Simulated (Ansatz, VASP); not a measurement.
In2Sb in VASP and in Ansatz

The input INCAR:

```
ALGO = Fast
EDIFF = 1E-6
ENCUT = 520
GGA = PS
ISIF = 2
ISMEAR = -5
LASPH = True
LCHARG = False
LREAL = False
LWAVE = False
NBANDS = 40
NELM = 100
PREC = Accurate
SIGMA = 0.1
```

The input KPOINTS:

```
k-points
0
Gamma
  12 12 6
```

POSCAR

```
In2Sb
1.0
    5.3799042018      0.0000000000      0.0000000000
   -2.6899521009      4.6591337087      0.0000000000
    0.0000000000      0.0000000000      6.7225520000
In Sb
4 2
Direct
    0.6666666667      0.3333333333      0.2500000000
    0.3333333333      0.6666666667      0.7500000000
    0.0000000000      0.0000000000      0.5000000000
    0.0000000000      0.0000000000      0.0000000000
    0.6666666667      0.3333333333      0.7500000000
    0.3333333333      0.6666666667      0.2500000000
```

Input for Ansatz:

```yaml
crystal:
  lattice:
    - [5.3799042018, 0.0, 0.0]
    - [-2.6899521009, 4.6591337087, 0.0]
    - [0.0, 0.0, 6.722552]
  atoms:
    - { symbol: In, position: [0.6666666667, 0.3333333333, 0.25] }
    - { symbol: In, position: [0.3333333333, 0.6666666667, 0.75] }
    - { symbol: In, position: [0.0, 0.0, 0.5] }
    - { symbol: In, position: [0.0, 0.0, 0.0] }
    - { symbol: Sb, position: [0.6666666667, 0.3333333333, 0.75] }
    - { symbol: Sb, position: [0.3333333333, 0.6666666667, 0.25] }
basis:
  ecutwfc: 420
kpoints:
  mp_grid: { grid: [12, 12, 6] }
hamiltonian:
  xc: pbesol
scf:
  occupations: { method: tetrahedron }
output:
  forces: true
  stress: true
  eigenvalues: true
```

Alike in both runs: task single point; functional PBEsol; k mesh 12 × 12 × 6; occupations tetrahedron; no spin polarisation.

```csv
,VASP,Ansatz
version,VASP 6.6.1,Ansatz 0.2.0
potentials or method,"VASP PAW PBE potentials, release 64 (In_d, Sb), cutoff 520 eV","scalar-relativistic, plane waves, PAW"
valence electrons in the cell,62,82
```

Ansatz gave:

| Quantity | Value |
| --- | --- |
| gap on the k mesh at the Fermi level (eV) | none |
| pressure (GPa) | -2.6 |
| traceless stress, the component that is largest in VASP (GPa) | -0.98 |

Task: What did VASP give for the same quantities?

Result: gap on the k mesh at the Fermi level (eV): none; pressure (GPa): -2.6; traceless stress, the component that is largest in VASP (GPa): -1.02.

VASP's potentials were made for PBE, not for PBEsol. A gap of «none» marks a metal or a gap that the smearing closes. VASP's potentials hold 62 valence electrons a cell and Ansatz's 82, so a difference there can come from the potentials and not from the codes. Ansatz's warnings: band table not solved further, tetrahedron derivatives may miss energy slope.

Spin-orbit coupling is off throughout.
